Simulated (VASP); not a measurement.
# Tm2GeF2 (I4/mcm) in VASP: relaxation of cell and atoms with PBE

Aim: the relaxation of cell and atoms of Tm2GeF2 with PBE.

Everything below comes from runs of VASP 6.6.1. Logs are shortened: lines on timing, memory, paths and dates and some standing lists are left out, and cuts for length are marked.

## (1) The cell of the first run

Symmetry: I4/mcm, No. 140, tetragonal system. The conventional cell has a = 7.193 Å, b = 7.193 Å, c = 8.505 Å, α = 90.00°, β = 90.00°, γ = 90.00°. Tm (site symmetry m2m) has 2 Ge at 2.36 to 2.72 Å and 2 F at 2.55 Å within 3.1 Å. Ge (site symmetry mmm) has 4 Tm at 2.36 to 2.72 Å within 3.1 Å. F (site symmetry 4/m) has 2 F at 2.13 Å and 4 Tm at 2.55 Å within 2.8 Å. F (site symmetry 422) has 2 F at 2.13 Å within 2.8 Å.

The cell was generated, and may not be a known phase.

## (2) Relaxation of cell and atoms, PBE

The input, INCAR:

```
  PREC = Accurate
  ENCUT = 600
  EDIFF = 1E-7
  ISMEAR = 0
  SIGMA = 0.15
  LREAL = False
  LASPH = True
  NELM = 200
  ALGO = Normal
  ISIF = 3
  LWAVE = False
  LCHARG = False
  GGA = PE
  IBRION = 2
  NSW = 36
  EDIFFG = -0.08
  GGA_COMPAT = False
  NELMIN = 4
  LMAXMIX = 6
```

The input, KPOINTS:

```
regular mesh
0
Gamma
  3 3 3
```

The input, POSCAR:

```
Tm2GeF2
1.0
   -3.5964557100      3.5964557100      4.2525508900
    3.5964557100     -3.5964557100      4.2525508900
    3.5964557100      3.5964557100     -4.2525508900
Tm Ge F
4 2 4
Direct
    0.2677033900      0.7677033900      0.0354067800
    0.7322966100      0.2322966100      0.9645932200
    0.2322966100      0.2677033900      0.5000000000
    0.7677033900      0.7322966100      0.5000000000
    0.0000000000      0.5000000000      0.5000000000
    0.5000000000      0.0000000000      0.5000000000
    0.5000000000      0.5000000000      0.0000000000
    0.0000000000      0.0000000000      0.0000000000
    0.2500000000      0.2500000000      0.0000000000
    0.7500000000      0.7500000000      0.0000000000
```

Potentials or basis: VASP PAW PBE potentials, release 64 (Tm_3, Ge_d, F), 4f in core.

Command:

```console
$ cat potpaw_PBE.64/Tm_3/POTCAR potpaw_PBE.64/Ge_d/POTCAR potpaw_PBE.64/F/POTCAR > POTCAR
$ mpirun -np 1 vasp_std > vasp.out
```

OUTCAR:

```text
PREC = Accurate
   ENCUT = 600
   EDIFF = 1E-7
   ISMEAR = 0
   LREAL = False
   LASPH = True
   NELM = 200
   ISIF = 3
   GGA = PE
   IBRION = 2
   NSW = 36
   EDIFFG = -0.08
   NELMIN = 4

 ion  position               nearest neighbor table
   1  0.268  0.768  0.035-   6 2.36   7 2.55   8 2.55   5 2.72   3 3.61   4 3.61   3 3.61   4 3.61

   2  0.732  0.232  0.965-   6 2.36   7 2.55   8 2.55   5 2.72   3 3.61   4 3.61   4 3.61   3 3.61

   3  0.232  0.268  0.500-   5 2.36   7 2.55   8 2.55   6 2.72   1 3.61   2 3.61   1 3.61   2 3.61

   4  0.768  0.732  0.500-   5 2.36   8 2.55   7 2.55   6 2.72   1 3.61   2 3.61   2 3.61   1 3.61

   5  0.000  0.500  0.500-   3 2.36   4 2.36   1 2.72   2 2.72
   6  0.500  0.000  0.500-   1 2.36   2 2.36   3 2.72   4 2.72
   7  0.500  0.500  0.000-   1 2.55   2 2.55   4 2.55   3 2.55
   8  0.000  0.000  0.000-   1 2.55   2 2.55   3 2.55   4 2.55
   9  0.250  0.250  0.000-
  10  0.750  0.750  0.000-

  LATTYP: Found a body centered tetragonal cell.
 ALAT       =     7.1929114200
 C/A-ratio  =     1.1824282663

  Lattice vectors:

 A1 = (  -3.5964557100,   3.5964557100,   4.2525508900)
 A2 = (   3.5964557100,  -3.5964557100,   4.2525508900)
 A3 = (   3.5964557100,   3.5964557100,  -4.2525508900)

Analysis of symmetry for initial positions (statically):
=====================================================================
 Subroutine PRICEL returns:
 Original cell was already a primitive cell.

 Routine SETGRP: Setting up the symmetry group for a
 body centered tetragonal supercell.

 Subroutine GETGRP returns: Found 16 space group operations
 (whereof  8 operations were pure point group operations)
 out of a pool of 16 trial point group operations.

The static configuration has the point symmetry C_4h.
 The point group associated with its full space group is D_4h.

Analysis of symmetry for dynamics (positions and initial velocities):
=====================================================================
 Subroutine PRICEL returns:
 Original cell was already a primitive cell.

 Routine SETGRP: Setting up the symmetry group for a
 body centered tetragonal supercell.

 Subroutine GETGRP returns: Found 16 space group operations
 (whereof  8 operations were pure point group operations)
 out of a pool of 16 trial point group operations.

The dynamic configuration has the point symmetry C_4h.
 The point group associated with its full space group is D_4h.

 Subroutine INISYM returns: Found 16 space group operations
 (whereof  8 operations are pure point group operations),
[... 83 lines left out ...]
 SYSTEM =  unknown system
   PREC   = accura    normal or accurate (medium, high low for compatibility)
   ISTART =      0    job   : 0-new  1-cont  2-samecut
   ICHARG =      2    charge: 1-file 2-atom 10-const
   ISPIN  =      1    spin polarized calculation?
   LNONCOLLINEAR =      F non collinear calculations
   LSORBIT =      F    spin-orbit coupling
   LASPH  =      T    aspherical Exc in radial PAW
   ENCUT  =  600.0 eV  44.10 Ry    6.64 a.u.  13.24 13.24 13.24*2*pi/ulx,y,z
   NELM   =    200;   NELMIN=  4; NELMDL= -5     # of ELM steps
   EDIFF  = 0.1E-06   stopping-criterion for ELM
   LREAL  =      F    real-space projection
   EDIFFG = -.8E-01   stopping-criterion for IOM
   NSW    =     36    number of steps for IOM
   IBRION =      2    ionic relax: 0-MD 1-quasi-New 2-CG
   NFREE  =      1    steps in history (QN), initial steepest desc. (CG)
   ISIF   =      3    stress and relaxation
   ISYM   =      2    0-nonsym 1-usesym 2-fastsym
   POTIM  = 0.5000    time-step for ionic-motion
   TEBEG  =    0.0;   TEEND  =   0.0 temperature during run
   PSTRESS=    0.0 pullay stress
   NELECT =      92.0000    total number of electrons
   NUPDOWN=      -1.0000    fix difference up-down
   EMIN   =  10.00;   EMAX   =-10.00  energy-range for DOS
   EFERMI =   0.00;   METHOD = LEGACY
   ISMEAR =     0;   SIGMA  =   0.15  broadening in eV -4-tet -1-fermi 0-gaus
   EFERMI_NEDOS =   21; number of points for ismear=-14 and -15
   IALGO  =     38    algorithm
   IMIX   =      4    mixing-type and parameters
     AMIX     =   0.40;   BMIX     =  1.00
     AMIX_MAG =   1.60;   BMIX_MAG =  1.00
  volume/ion in A,a.u.               =      22.00       148.48
  Fermi-wavevector in a.u.,A,eV,Ry     =   1.224196  2.313396 20.390467  1.498657
  Thomas-Fermi vector in A             =   2.359280
   LORBIT       =      0    0 simple, 1 ext, 2 COOP (PROOUT), +10 PAW based schemes
   GGA     = PE    functional components
   LHFCALC =     F    Hartree Fock is set to
   AEXX    =    0.0000 exact exchange contribution
   IVDW    =     0    specifies the selected vdW correction
   LEPSILON=     F    determine dielectric tensor
   LRPA    =     F    only Hartree local field effects (RPA)
 conjugate gradient relaxation of ions
 non-spin polarized calculation
 Gauss-broadening in eV      SIGMA  =   0.15
  energy-cutoff  :      600.00
  volume of cell :      220.02
 maximum number of plane-waves:      7389
 NGX is ok and might be reduce to    54
   NGX = 27   NGY = 27   NGZ = 27

--------------------------------------- Ionic step        1  -------------------------------------------

 number of electron      92.0000024 magnetization

 Free energy of the ion-electron system (eV)
  ---------------------------------------------------
  ext. energy  EPLUGINS =         0.00000000
  ---------------------------------------------------
  free energy    TOTEN  =       -44.33348855 eV

  energy without entropy =      -44.31989677  energy(sigma->0) =      -44.32669266

------------------------ aborting loop because EDIFF is reached ----------------------------------------

  FORCE on cell =-STRESS in cart. coord.  units (eV):
  Direction    XX          YY          ZZ          XY          YZ          ZX
  --------------------------------------------------------------------------------------
  -------------------------------------------------------------------------------------
  Total        8.4480936      8.4480936     17.3906200      0.0000000      0.0000000      0.0000000
  in kB       61.5191544     61.5191544    126.6387762      0.0000000      0.0000000      0.0000000
  external PRESSURE =      83.2256950 kB  Pullay stress =       0.0000000 kB
[... 295 lines left out ...]
--------------------------------------- Ionic step        8  -------------------------------------------

 number of electron      92.0000056 magnetization

 Free energy of the ion-electron system (eV)
  ---------------------------------------------------
  ext. energy  EPLUGINS =         0.00000000
  ---------------------------------------------------
  free energy    TOTEN  =       -46.95427089 eV

  energy without entropy =      -46.92047566  energy(sigma->0) =      -46.93737327

 E-fermi :   1.8153     XC(G=0):  -8.3846

 val. band max:        1.2482419234   @ k =  -0.3333  -0.3333   0.3333
 cond. band min:       1.8850438241   @ k =  -0.3333   0.3333   0.0000
 fundamental gap:      0.6368019007
 Fermi energy:         1.8152862933

 k-point     1 :       0.0000    0.0000    0.0000
  band No.  band energies     occupation
      1     -25.2213      2.00000
      2     -25.1169      2.00000
      3     -25.1063      2.00000
      4     -25.1063      2.00000
      5     -25.0821      2.00000
      6     -24.9489      2.00000
[... 374 lines left out ...]
  FREE ENERGIE OF THE ION-ELECTRON SYSTEM (eV)
  ---------------------------------------------------
  free  energy   TOTEN  =       -46.9542708907 eV

  energy  without entropy=      -46.9204756553  energy(sigma->0) =      -46.93737327

 reached required accuracy - stopping structural energy minimisation
```

OSZICAR:

```text
N       E                     dE             d eps       ncg     rms          rms(c)
DAV:   1     0.141032664072E+04    0.14103E+04   -0.41721E+04   790   0.286E+03
DAV:   2     0.309541871481E+03   -0.11008E+04   -0.10767E+04   668   0.980E+02
DAV:   3     0.303861267496E+01   -0.30650E+03   -0.29631E+03   975   0.276E+02
[... 104 lines left out ...]
DAV:   6    -0.469542731442E+02    0.97849E-05   -0.90545E-05   835   0.530E-02    0.148E-02
DAV:   7    -0.469542705976E+02    0.25466E-05   -0.22402E-05   920   0.286E-02    0.667E-03
DAV:   8    -0.469542706946E+02   -0.97001E-07   -0.17714E-06   946   0.861E-03    0.445E-03
DAV:   9    -0.469542709674E+02   -0.27284E-06   -0.71862E-07   680   0.470E-03    0.225E-03
DAV:  10    -0.469542708907E+02    0.76720E-07   -0.69689E-07   706   0.417E-03
   8 F= -.46954271E+02 E0= -.46937373E+02  d E =-.227782E-02
```

CONTCAR:

```text
Tm2GeF2
   1.00000000000000
    -3.6500456707956026    3.6500456707956026    4.9015341526943468
     3.6500456707956026   -3.6500456707956026    4.9015341526943468
     3.6500456707956026    3.6500456707956026   -4.9015341526943468
  Tm              Ge              F
     4     2     4
Direct
     0.2501571953923734    0.7501571953923735    0.0003143907847469
     0.7498428046076265    0.2498428046076266    0.9996856092152533
     0.2498428046076266    0.2501571953923734    0.5000000000000000
     0.7501571953923735    0.7498428046076265    0.5000000000000000
     0.0000000000000000    0.5000000000000000    0.5000000000000000
     0.5000000000000000    1.0000000000000000    0.5000000000000000
     0.5000000000000000    0.5000000000000000    0.0000000000000000
     0.0000000000000000    1.0000000000000000    0.0000000000000000
     0.2500000000000000    0.2500000000000000    0.0000000000000000
     0.7500000000000000    0.7500000000000000    0.0000000000000000

  0.00000000E+00  0.00000000E+00  0.00000000E+00
  0.00000000E+00  0.00000000E+00  0.00000000E+00
  0.00000000E+00  0.00000000E+00  0.00000000E+00
  0.00000000E+00  0.00000000E+00  0.00000000E+00
  0.00000000E+00  0.00000000E+00  0.00000000E+00
  0.00000000E+00  0.00000000E+00  0.00000000E+00
  0.00000000E+00  0.00000000E+00  0.00000000E+00
  0.00000000E+00  0.00000000E+00  0.00000000E+00
  0.00000000E+00  0.00000000E+00  0.00000000E+00
  0.00000000E+00  0.00000000E+00  0.00000000E+00
```

Run time: 10 min. Hardware: 1 thread of AMD EPYC 9R45 (Zen 5), shared host; peak memory 0.44 GiB.

What came out:

```
Free energy                           : -46.9543 eV
Relaxed volume                        : 26.12 Å³/atom
Relaxed cell                          : a = 7.118 Å, b = 7.118 Å, c = 7.118 Å, α = 118.30°, β = 118.30°, γ = 92.96°
Space group after relaxing (to 0.1 Å) : P4/mmm (No. 123)
Energy gained by relaxing             : 262.1 meV/atom
Ionic steps                           : 8
Pressure after relaxing               : 0.0 GPa
Largest force after relaxing          : 0.031 eV/Å
Band gap on the k mesh                : zero (bands 46 and 47 overlap by 0.11 eV)
```

Forces on the atoms (eV/Å):
```
Tm  -0.022 -0.022  0.000
Tm   0.022  0.022  0.000
Tm  -0.022  0.022  0.000
Tm   0.022 -0.022  0.000
Ge   0.000  0.000  0.000
Ge   0.000  0.000  0.000
F    0.000  0.000  0.000
F    0.000  0.000  0.000
F    0.000  0.000  0.000
F    0.000  0.000  0.000
```

The path:
```
step  energy change (eV)  largest force (eV/Å)  pressure (GPa)  volume (Å³)
   1              0.0000                4.1945            8.32       220.02
   2             -2.1777                0.3532           -2.08       258.31
   3             -2.2008                0.0301           -1.51       254.11
   4             -2.5424                0.5911            1.54       250.92
   5             -2.5508                0.5032            1.09       251.38
   6             -2.6117                0.0856            0.43       257.05
   7             -2.6185                0.1101            0.15       259.83
   8             -2.6208                0.0315           -0.01       261.21
```

Final structure:
```xyz
10
Lattice="-3.6500 3.6500 4.9015 3.6500 -3.6500 4.9015 3.6500 3.6500 -4.9015" Properties=species:S:1:pos:R:3 pbc="T T T"
Tm    1.8262   -1.8239    4.9015
Tm    1.8239    5.4739    0.0000
Tm    1.8262    1.8239    0.0000
Tm    1.8239    1.8262    4.9015
Ge    3.6500    0.0000    0.0000
Ge    3.6500    0.0000    4.9015
F     0.0000    0.0000    4.9015
F     3.6500   -3.6500    4.9015
F     0.0000    0.0000    2.4508
F     0.0000    0.0000    7.3523
```

Caveat: the k points lie up to 0.36 Å⁻¹ apart in the final cell; the volume moved by over 15 % at a fixed basis, so the end points are rough; spin-orbit coupling is left out, which moves the levels of the heavy elements; the 4f electrons are frozen in the core, so they carry no moment and show no levels; the run has no spin polarisation, though such a crystal can be magnetic. Spin polarisation is off, so any magnetic state and its effect on volume and gap are missing.

The gap in the log of VASP goes by the Fermi energy; the results here count the filled bands.